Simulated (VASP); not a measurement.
# CdS (Greenockite) (P6_3mc) in VASP: notebook, part 2 of 2

VASP 6.6.1. Earlier steps stand in the parts before.

## Step 3: Single point, PBEsol (volume scaled by 0.94)

The input, INCAR:

```
PREC = Accurate ; ENCUT = 520
EDIFF = 1E-6 ; ISMEAR = -1
SIGMA = 0.05 ; LREAL = False
LASPH = True ; NELM = 100
ALGO = Normal ; ISIF = 2
LWAVE = False ; LCHARG = False
GGA = PS ; NBANDS = 26
```

The input, KPOINTS:

```
regular mesh
0
Gamma
  7 7 4
```

The input, POSCAR:

```
CdS
1.0
    4.0652823512      0.0000000000      0.0000000000
   -2.0326411756      3.5206377897      0.0000000000
    0.0000000000      0.0000000000      6.5994716144
Cd S
2 2
Direct
    0.6666666667      0.3333333333      0.5000000000
    0.3333333333      0.6666666667      0.0000000000
    0.6666666667      0.3333333333      0.8750000000
    0.3333333333      0.6666666667      0.3750000000
```

Potentials or basis: VASP PAW PBE potentials, release 64 (Cd, S).

Started as:

```bash
cat potpaw_PBE.64/Cd/POTCAR potpaw_PBE.64/S/POTCAR > POTCAR
mpirun -np 1 vasp_std > vasp.out
```

OUTCAR:

```text
PREC = Accurate
   ENCUT = 520
   EDIFF = 1E-6
   ISMEAR = -1
   LREAL = False
   LASPH = True
   NELM = 100
   ISIF = 2
   GGA = PS

 ion  position               nearest neighbor table
   1  0.667  0.333  0.500-   3 2.47   4 2.49   4 2.49   4 2.49
   2  0.333  0.667  0.000-   4 2.47   3 2.49   3 2.49   3 2.49
   3  0.667  0.333  0.875-   1 2.47   2 2.49   2 2.49   2 2.49
   4  0.333  0.667  0.375-   2 2.47   1 2.49   1 2.49   1 2.49

  LATTYP: Found a hexagonal cell.
[... 894 lines left out ...]
  Direction    XX          YY          ZZ          XY          YZ          ZX
  --------------------------------------------------------------------------------------
  -------------------------------------------------------------------------------------
  Total        1.9346461      1.9346461      2.4214163      0.0000000      0.0000000      0.0000000
  in kB       32.8163961     32.8163961     41.0732265      0.0000000      0.0000000      0.0000000
  external PRESSURE =      35.5686729 kB  Pullay stress =       0.0000000 kB

 VOLUME and BASIS-vectors are now :
 -----------------------------------------------------------------------------
  energy-cutoff  :      520.00
  volume of cell :       94.45
      direct lattice vectors                 reciprocal lattice vectors
     4.065282351  0.000000000  0.000000000     0.245985374  0.142019722  0.000000000
    -2.032641176  3.520637790  0.000000000     0.000000000  0.284039444  0.000000000
     0.000000000  0.000000000  6.599471614     0.000000000  0.000000000  0.151527283

 POSITION                                       TOTAL-FORCE (eV/Angst)
 -----------------------------------------------------------------------------------
      2.03264      1.17355      3.29974        -0.000000     -0.000000     -0.079060
     -0.00000      2.34709      0.00000         0.000000      0.000000     -0.079060
      2.03264      1.17355      5.77454         0.000000     -0.000000      0.079060
     -0.00000      2.34709      2.47480        -0.000000      0.000000      0.079060
 -----------------------------------------------------------------------------------
    total drift:                                0.000000      0.000000      0.001089

  FREE ENERGIE OF THE ION-ELECTRON SYSTEM (eV)
  ---------------------------------------------------
  free  energy   TOTEN  =       -13.5778513906 eV

  energy  without entropy=      -13.5778512427  energy(sigma->0) =      -13.57785132
```

OSZICAR:

```text
N       E                     dE             d eps       ncg     rms          rms(c)
DAV:   1     0.250147737871E+03    0.25015E+03   -0.17686E+04  1248   0.128E+03
DAV:   2    -0.827947292015E+00   -0.25098E+03   -0.24168E+03  1342   0.323E+02
DAV:   3    -0.144306999092E+02   -0.13603E+02   -0.13518E+02  1510   0.759E+01
DAV:   4    -0.145714601191E+02   -0.14076E+00   -0.14063E+00  1422   0.740E+00
DAV:   5    -0.145734237977E+02   -0.19637E-02   -0.19636E-02  1474   0.883E-01    0.124E+01
DAV:   6    -0.136105233435E+02    0.96290E+00   -0.17722E+00  1666   0.156E+01    0.953E+00
DAV:   7    -0.135886218728E+02    0.21901E-01   -0.74804E-01  1304   0.477E+00    0.373E+00
DAV:   8    -0.135790415543E+02    0.95803E-02   -0.11231E-01  1320   0.347E+00    0.596E-01
DAV:   9    -0.135778915745E+02    0.11500E-02   -0.16703E-02  1386   0.171E+00    0.185E-01
DAV:  10    -0.135777626318E+02    0.12894E-03   -0.12297E-03  1380   0.415E-01    0.818E-02
DAV:  11    -0.135778160366E+02   -0.53405E-04   -0.19405E-04  1364   0.916E-02    0.481E-02
DAV:  12    -0.135778480334E+02   -0.31997E-04   -0.61581E-05  1294   0.447E-02    0.261E-02
DAV:  13    -0.135778508835E+02   -0.28501E-05   -0.13593E-05  1386   0.278E-02    0.244E-03
DAV:  14    -0.135778513906E+02   -0.50715E-06   -0.19623E-06  1242   0.893E-03
   1 F= -.13577851E+02 E0= -.13577851E+02  d E =-.147975E-06
```

stdout:

```text
POSCAR found type information on POSCAR CdS
 POSCAR found :  2 types and       4 ions
 scaLAPACK will be used
 -----------------------------------------------------------------------------
|                                                                             |
|                                                                             |
|     You enforced a specific xc type in the INCAR file but a different       |
|     I HOPE YOU KNOW WHAT YOU ARE DOING!                                     |
|                                                                             |
 -----------------------------------------------------------------------------

 LDA part: xc-table for (Slater+PW92), standard interpolation
 POSCAR, INCAR and KPOINTS ok, starting setup
 FFT: planning ... GRIDC
 FFT: planning ... GRID_SOFT
 FFT: planning ... GRID
 WAVECAR not read
 entering main loop
```

It took 53 s on 1 thread of Intel Xeon Platinum 8488C (Sapphire Rapids), shared host; peak memory 0.22 GiB.

Results:

- Free energy: -13.5779 eV
- Pressure: 3.6 GPa
- Largest force: 0.079 eV/Å
- Band gap on the k mesh: 1.20 eV, direct

Forces on the atoms (eV/Å):
```
Cd   0.000  0.000 -0.079
Cd   0.000  0.000 -0.079
S    0.000  0.000  0.079
S    0.000  0.000  0.079
```

Stress tensor (GPa, compression positive):
```
3.28 0.00 0.00
0.00 3.28 0.00
0.00 0.00 4.11
```

Levels at points of the mesh, in eV from the valence-band top:
```tsv
k point	band 16	band 17	band 18	band 19	band 20	band 21
(0.00, 0.00, 0.00)	-0.05	0.00	0.00	1.20	2.74	6.36
(0.00, 0.00, 0.50)	-0.45	-0.45	-0.45	2.85	2.85	6.14
```

Caveat: the PAW data sets were made with another functional, which shifts forces and pressure a little.

## Step 4: Single point, PBEsol (volume scaled by 0.96)

The input, INCAR:

```
ALGO     = Normal         # electronic algorithm
EDIFF    = 1E-6           # SCF threshold, eV
ENCUT    = 520            # plane-wave cutoff, eV
GGA      = PS             # functional
ISIF     = 2              # what is computed and relaxed
ISMEAR   = -1             # smearing method
LASPH    = True           # aspherical terms in the spheres
LCHARG   = True           # write CHGCAR
LELF     = True           # ELF
LREAL    = False          # projectors in reciprocal space
LVHAR    = True         
LWAVE    = False          # write WAVECAR
NBANDS   = 26             # bands
NELM     = 80             # most SCF steps
PREC     = Accurate       # precision mode
SIGMA    = 0.05           # smearing width, eV
```

The input, KPOINTS:

```
k-points
0
Gamma
  7 7 4
```

The input, POSCAR:

```
CdS
1.0
    4.0939120434      0.0000000000      0.0000000000
   -2.0469560217      3.5454318304      0.0000000000
    0.0000000000      0.0000000000      6.6459482979
Cd S
2 2
Direct
    0.6666666667      0.3333333333      0.5000000000
    0.3333333333      0.6666666667      0.0000000000
    0.6666666667      0.3333333333      0.8750000000
    0.3333333333      0.6666666667      0.3750000000
```

Started as:

```bash
cat potpaw_PBE.64/Cd/POTCAR potpaw_PBE.64/S/POTCAR > POTCAR
mpirun -np 1 vasp_std > vasp.out
```

Run time: 57 s. Hardware: 1 thread of Intel Xeon Platinum 8488C (Sapphire Rapids), shared host; peak memory 0.22 GiB.

It converged, with:

| Item | Value |
| --- | --- |
| Free energy | -13.6130 eV |
| Pressure | 2.0 GPa |
| Largest force | 0.075 eV/Å |
| Band gap on the k mesh | 1.15 eV, direct |

Forces in eV/Å, atoms in the order of the input:
```
Cd   0.000  0.000 -0.075
Cd   0.000  0.000 -0.075
S    0.000  0.000  0.075
S    0.000  0.000  0.075
```

Stress tensor (GPa, compression positive):
```
1.76 0.00 0.00
0.00 1.76 0.00
0.00 0.00 2.50
```

Levels at points of the mesh, in eV from the valence-band top:
```
           k point  band 15  band 16  band 17  band 18  band 19  band 20  band 21  band 22
(0.00, 0.00, 0.00)    -0.83    -0.05     0.00     0.00     1.15     2.72     6.36     6.36
(0.00, 0.00, 0.50)    -0.43    -0.43    -0.43    -0.43     2.81     2.81     6.12     6.12
```

Caveat: the PAW data sets were made with another functional, which shifts forces and pressure a little.

## Step 5: Single point, PBEsol (volume scaled by 0.98)

The input, INCAR:

```
  PREC = Accurate
  ENCUT = 520
  EDIFF = 1E-7
  ISMEAR = -1
  SIGMA = 0.05
  LREAL = F
  LASPH = T
  NELM = 60
  ALGO = Normal
  ISIF = 2
  LWAVE = F
  LCHARG = F
  GGA = PS
  NBANDS = 26
```

The input, KPOINTS:

```
Automatic mesh
0
Gamma
  7 7 4
```

The input, POSCAR:

```
CdS
1.0
    4.1221468118      0.0000000000      0.0000000000
   -2.0610734059      3.5698838571      0.0000000000
    0.0000000000      0.0000000000      6.6917838725
Cd S
2 2
Direct
    0.6666666667      0.3333333333      0.5000000000
    0.3333333333      0.6666666667      0.0000000000
    0.6666666667      0.3333333333      0.8750000000
    0.3333333333      0.6666666667      0.3750000000
```

Started as:

```bash
cat potpaw_PBE.64/Cd/POTCAR potpaw_PBE.64/S/POTCAR > POTCAR
mpirun -np 1 vasp_std > vasp.out
```

Run time: 55 s. Hardware: 1 thread of Intel Xeon Platinum 8488C (Sapphire Rapids), shared host; peak memory 0.24 GiB.

The run converged. Its results:

```yaml
Free_energy: -13.6297 eV
Pressure: 0.6 GPa
Largest_force: 0.071 eV/Å
Band_gap_on_the_k_mesh: 1.11 eV, direct
```

Forces in eV/Å, atoms in the order of the input:
```
Cd   0.000  0.000 -0.071
Cd   0.000  0.000 -0.071
S    0.000  0.000  0.071
S    0.000  0.000  0.071
```

Stress tensor (GPa, compression positive):
```
0.41 0.00 0.00
0.00 0.41 0.00
0.00 0.00 1.07
```

Levels at points of the mesh, in eV from the valence-band top:
```
           k point  band 16  band 17  band 18  band 19  band 20  band 21
(0.00, 0.00, 0.00)    -0.05     0.00     0.00     1.11     2.69     6.37
(0.00, 0.00, 0.50)    -0.42    -0.42    -0.42     2.77     2.77     6.10
```

Caveat: the PAW data sets were made with another functional, which shifts forces and pressure a little.

## Step 6: Summary

```csv
level,cell,k mesh,grid for exact exchange (PRECFOCK),gap on the mesh (eV),pressure (GPa),largest force (eV/Å)
BHLYP,"a = 4.205, b = 4.205, c = 6.830 Å, angles 90.0, 90.0, 120.0°, 4 atoms",4 × 4 × 2,Normal,4.61,0.1,-
PBEsol,"a = 4.065, b = 4.065, c = 6.599 Å, angles 90.0, 90.0, 120.0°, 4 atoms",7 × 7 × 4,-,1.20,3.6,0.08
PBEsol,"a = 4.094, b = 4.094, c = 6.646 Å, angles 90.0, 90.0, 120.0°, 4 atoms",7 × 7 × 4,-,1.15,2.0,0.07
PBEsol,"a = 4.122, b = 4.122, c = 6.692 Å, angles 90.0, 90.0, 120.0°, 4 atoms",7 × 7 × 4,-,1.11,0.6,0.07
```

Alike in all rows: task single point; potentials or basis VASP PAW PBE potentials, release 64 (Cd, S); no spin polarisation; cutoff (eV) 520; smearing fermi-dirac 0.05 eV.

Caveats: some runs use coarse meshes; the PAW data sets were made with another functional, which shifts forces and pressure a little.

Absolute energies hang on the potentials; compare differences alone.
